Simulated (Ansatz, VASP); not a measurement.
Two plane-wave programs on CdSe

```xyz
4
Lattice="4.3000 0.0000 0.0000 -2.1500 3.7239 0.0000 0.0000 0.0000 7.0200" Properties=species:S:1:pos:R:3 pbc="T T T"
Cd    0.0000    2.4826    0.0000
Cd    2.1500    1.2413    3.5100
Se    0.0000    2.4826    2.7027
Se    2.1500    1.2413    6.2127
```

Alike in both runs: task single point; functional PBE; k mesh 9 × 9 × 4; occupations gaussian, width 0.05 eV; no spin polarisation.

|  | VASP | Ansatz |
| --- | --- | --- |
| version | VASP 6.6.1 | Ansatz 0.2.0 |
| potentials or method | VASP PAW PBE potentials, release 64 (Cd, Se), cutoff 520 eV | scalar-relativistic, plane waves, PAW |
| valence electrons in the cell | 36 | 72 |

VASP gave:

| Property | Result |
| --- | --- |
| gap on the k mesh at the Fermi level (eV) | 0.70 |
| pressure (GPa) | 3.3 |
| traceless stress, the component that is largest in VASP (GPa) | -1.40 |
| rms of the force components (eV/Å) | 0.168 |

Question: What did Ansatz give for the same quantities?

Answer: gap on the k mesh at the Fermi level (eV): 0.70; pressure (GPa): 3.0; traceless stress, the component that is largest in VASP (GPa): -1.34; rms of the force components (eV/Å): 0.162.

Atom by atom the forces differ by 0.006 eV/Å (rms over components). VASP's potentials hold 36 valence electrons a cell and Ansatz's 72, so a difference there can come from the potentials and not from the codes.
